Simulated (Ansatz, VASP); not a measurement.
## Se: VASP beside Ansatz

Contents of INCAR:

```
ALGO     = Normal         # electronic algorithm
EDIFF    = 1E-6           # SCF threshold, eV
EDIFFG   = -0.002         # ionic threshold
ENCUT    = 600            # plane-wave cutoff, eV
IBRION   = 2              # ionic algorithm
ISIF     = 3              # what is computed and relaxed
ISMEAR   = 0              # smearing method
LASPH    = True           # aspherical terms in the spheres
LCHARG   = False          # write CHGCAR
LREAL    = False          # projectors in reciprocal space
LWAVE    = False          # write WAVECAR
NELM     = 100            # most SCF steps
NSW      = 100            # ionic steps
PREC     = Accurate       # precision mode
SIGMA    = 0.01           # smearing width, eV
```

The input KPOINTS:

```
k-points
0
Gamma
  12 12 8
```

Contents of POSCAR:

```
Se
1.0
    3.9481710300      0.0000000000      0.0000000000
   -1.9740855150      3.4192164104      0.0000000000
    0.0000000000      0.0000000000      5.1174879479
Se
3
Direct
    0.2553131594      0.0000000000      0.3333333333
    0.0000000000      0.2553131594      0.6666666667
    0.7446868406      0.7446868406      0.0000000000
```

Input for Ansatz:

```yaml
crystal:
  lattice:
    - [3.9481710305, 0.0, 0.0]
    - [-1.9740855153, 3.4192164109, 0.0]
    - [0.0, 0.0, 5.1174879491]
  atoms:
    - { symbol: Se, position: [0.2553131595, 0.0, 0.3333333333] }
    - { symbol: Se, position: [0.0, 0.2553131595, 0.6666666667] }
    - { symbol: Se, position: [0.7446868405, 0.7446868405, 0.0] }
basis:
  ecutwfc: 420
kpoints:
  mp_grid: { grid: [12, 12, 8] }
hamiltonian:
  xc: lda
  pseudopotentials: { kind: paw, azcp: { folder: soft_1 } }
scf:
  occupations: { method: gaussian, width: 0.01 }
output:
  forces: true
  stress: true
  eigenvalues: true
relax:
  adjacent_minimum: "off"
  f_tol: 0.002
  max_steps: 80
  cell: { stress_tol: 0.02 }
```

Alike in both runs: task relaxation of cell and atoms; functional LDA; k mesh 12 × 12 × 8; occupations gaussian, width 0.01 eV; no spin polarisation.

```csv
,VASP,Ansatz
version,VASP 6.6.1,Ansatz 0.2.0
potentials or method,"VASP PAW LDA potentials, release 64 (Se), cutoff 600 eV","scalar-relativistic, plane waves, PAW"
valence electrons in the cell,18,48
```

```csv
,VASP,Ansatz,Ansatz less VASP
"gap on the k mesh at the Fermi level, each at its own relaxed structure (eV)",0.26,0.28,+0.017
relaxed volume (Å³/atom),23.03,23.01,-0.014
relaxed length of the cell vector where the two differ most in proportion (Å),5.127,5.121,-0.0059
```

Ansatz warns that its potentials were made for another functional, while VASP's fit it. LDA's correlation is that of Perdew and Zunger in VASP and of Perdew and Wang (1992) in Ansatz. VASP's potentials hold 18 valence electrons a cell and Ansatz's 48, so a difference there can come from the potentials and not from the codes.
